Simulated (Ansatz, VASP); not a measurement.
# ZnO in VASP and in Ansatz

```
Zn O
1.0
     3.23097    0.00000    0.00000
    -1.61549    2.79810    0.00000
     0.00000    0.00000    5.21541
Zn O
2 2
Direct
  0.33333 0.66667 0.00203
  0.66667 0.33333 0.50203
  0.33333 0.66667 0.38097
  0.66667 0.33333 0.88097
```

Alike in both runs: functional PBEsol; k mesh 9 × 9 × 6; occupations gaussian, width 0.02 eV; no spin polarisation.

Ansatz relaxed the structure, and its values are those at the end. VASP's run is a single point on that final structure, the one shown.

|  | VASP | Ansatz |
| --- | --- | --- |
| version | VASP 6.6.1 | Ansatz 0.2.0 |
| potentials or method | VASP PAW PBE potentials, release 64 (Zn, O), cutoff 520 eV | scalar-relativistic, plane waves, PAW |
| valence electrons in the cell | 36 | 36 |

Ansatz gave:

| Property | Result |
| --- | --- |
| gap on the k mesh at the Fermi level (eV) | 0.70 |
| least direct gap on the mesh (eV) | 0.70 |
| pressure (GPa) | 0.0 |

Problem. Which values does VASP return?

Solution. gap on the k mesh at the Fermi level (eV): 0.69; least direct gap on the mesh (eV): 0.69; pressure (GPa): 0.6.

VASP's potentials were made for PBE, not for PBEsol, and Ansatz warns of the same on its side. With one functional, cell and mesh, what is left measures potentials, basis and numerics.
